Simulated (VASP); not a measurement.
Here is a VASP 6.6.1 calculation.

The input INCAR:

```
SYSTEM = Ca
ALGO = Normal
EDIFF = 1E-6
ENCUT = 500
GGA = PS
GGA_COMPAT = .False.
ISIF = 2
ISMEAR = -1
LASPH = .True.
LCHARG = .True.
LELF = .True.
LREAL = .False.
LVHAR = .True.
LWAVE = .False.
NBANDS = 11
NELM = 120
PREC = Accurate
SIGMA = 0.05
```

The input KPOINTS:

```
k-points
0
Gamma
  8 8 8
  0 0 0
```

The input POSCAR:

```
Ca
1.0
   -0.0558840000      2.7942000000      2.7942000000
    2.7942000000     -0.0558840000      2.7942000000
    2.7383160000      2.7383160000      0.0000000000
Ca
1
Direct
    0.0000000000      0.0000000000      0.0000000000
```

Potentials or basis: VASP PAW PBE potentials, release 64 (Ca_sv).

Run with:

```console
$ cat potpaw_PBE.64/Ca_sv/POTCAR > POTCAR
$ mpirun -np 1 vasp_std > vasp.out
```

Q: Predict the band gap on the k mesh.

A: Zero (bands 5 and 6 overlap by 0.47 eV).

Q: Estimate the pressure.

A: -1.2 GPa.

Stress tensor (GPa, compression positive):
```
-1.17  0.52  0.00
 0.52 -1.17  0.00
 0.00  0.00 -1.16
```

Caveat: the PAW data sets were made with another functional, which shifts forces and pressure a little.
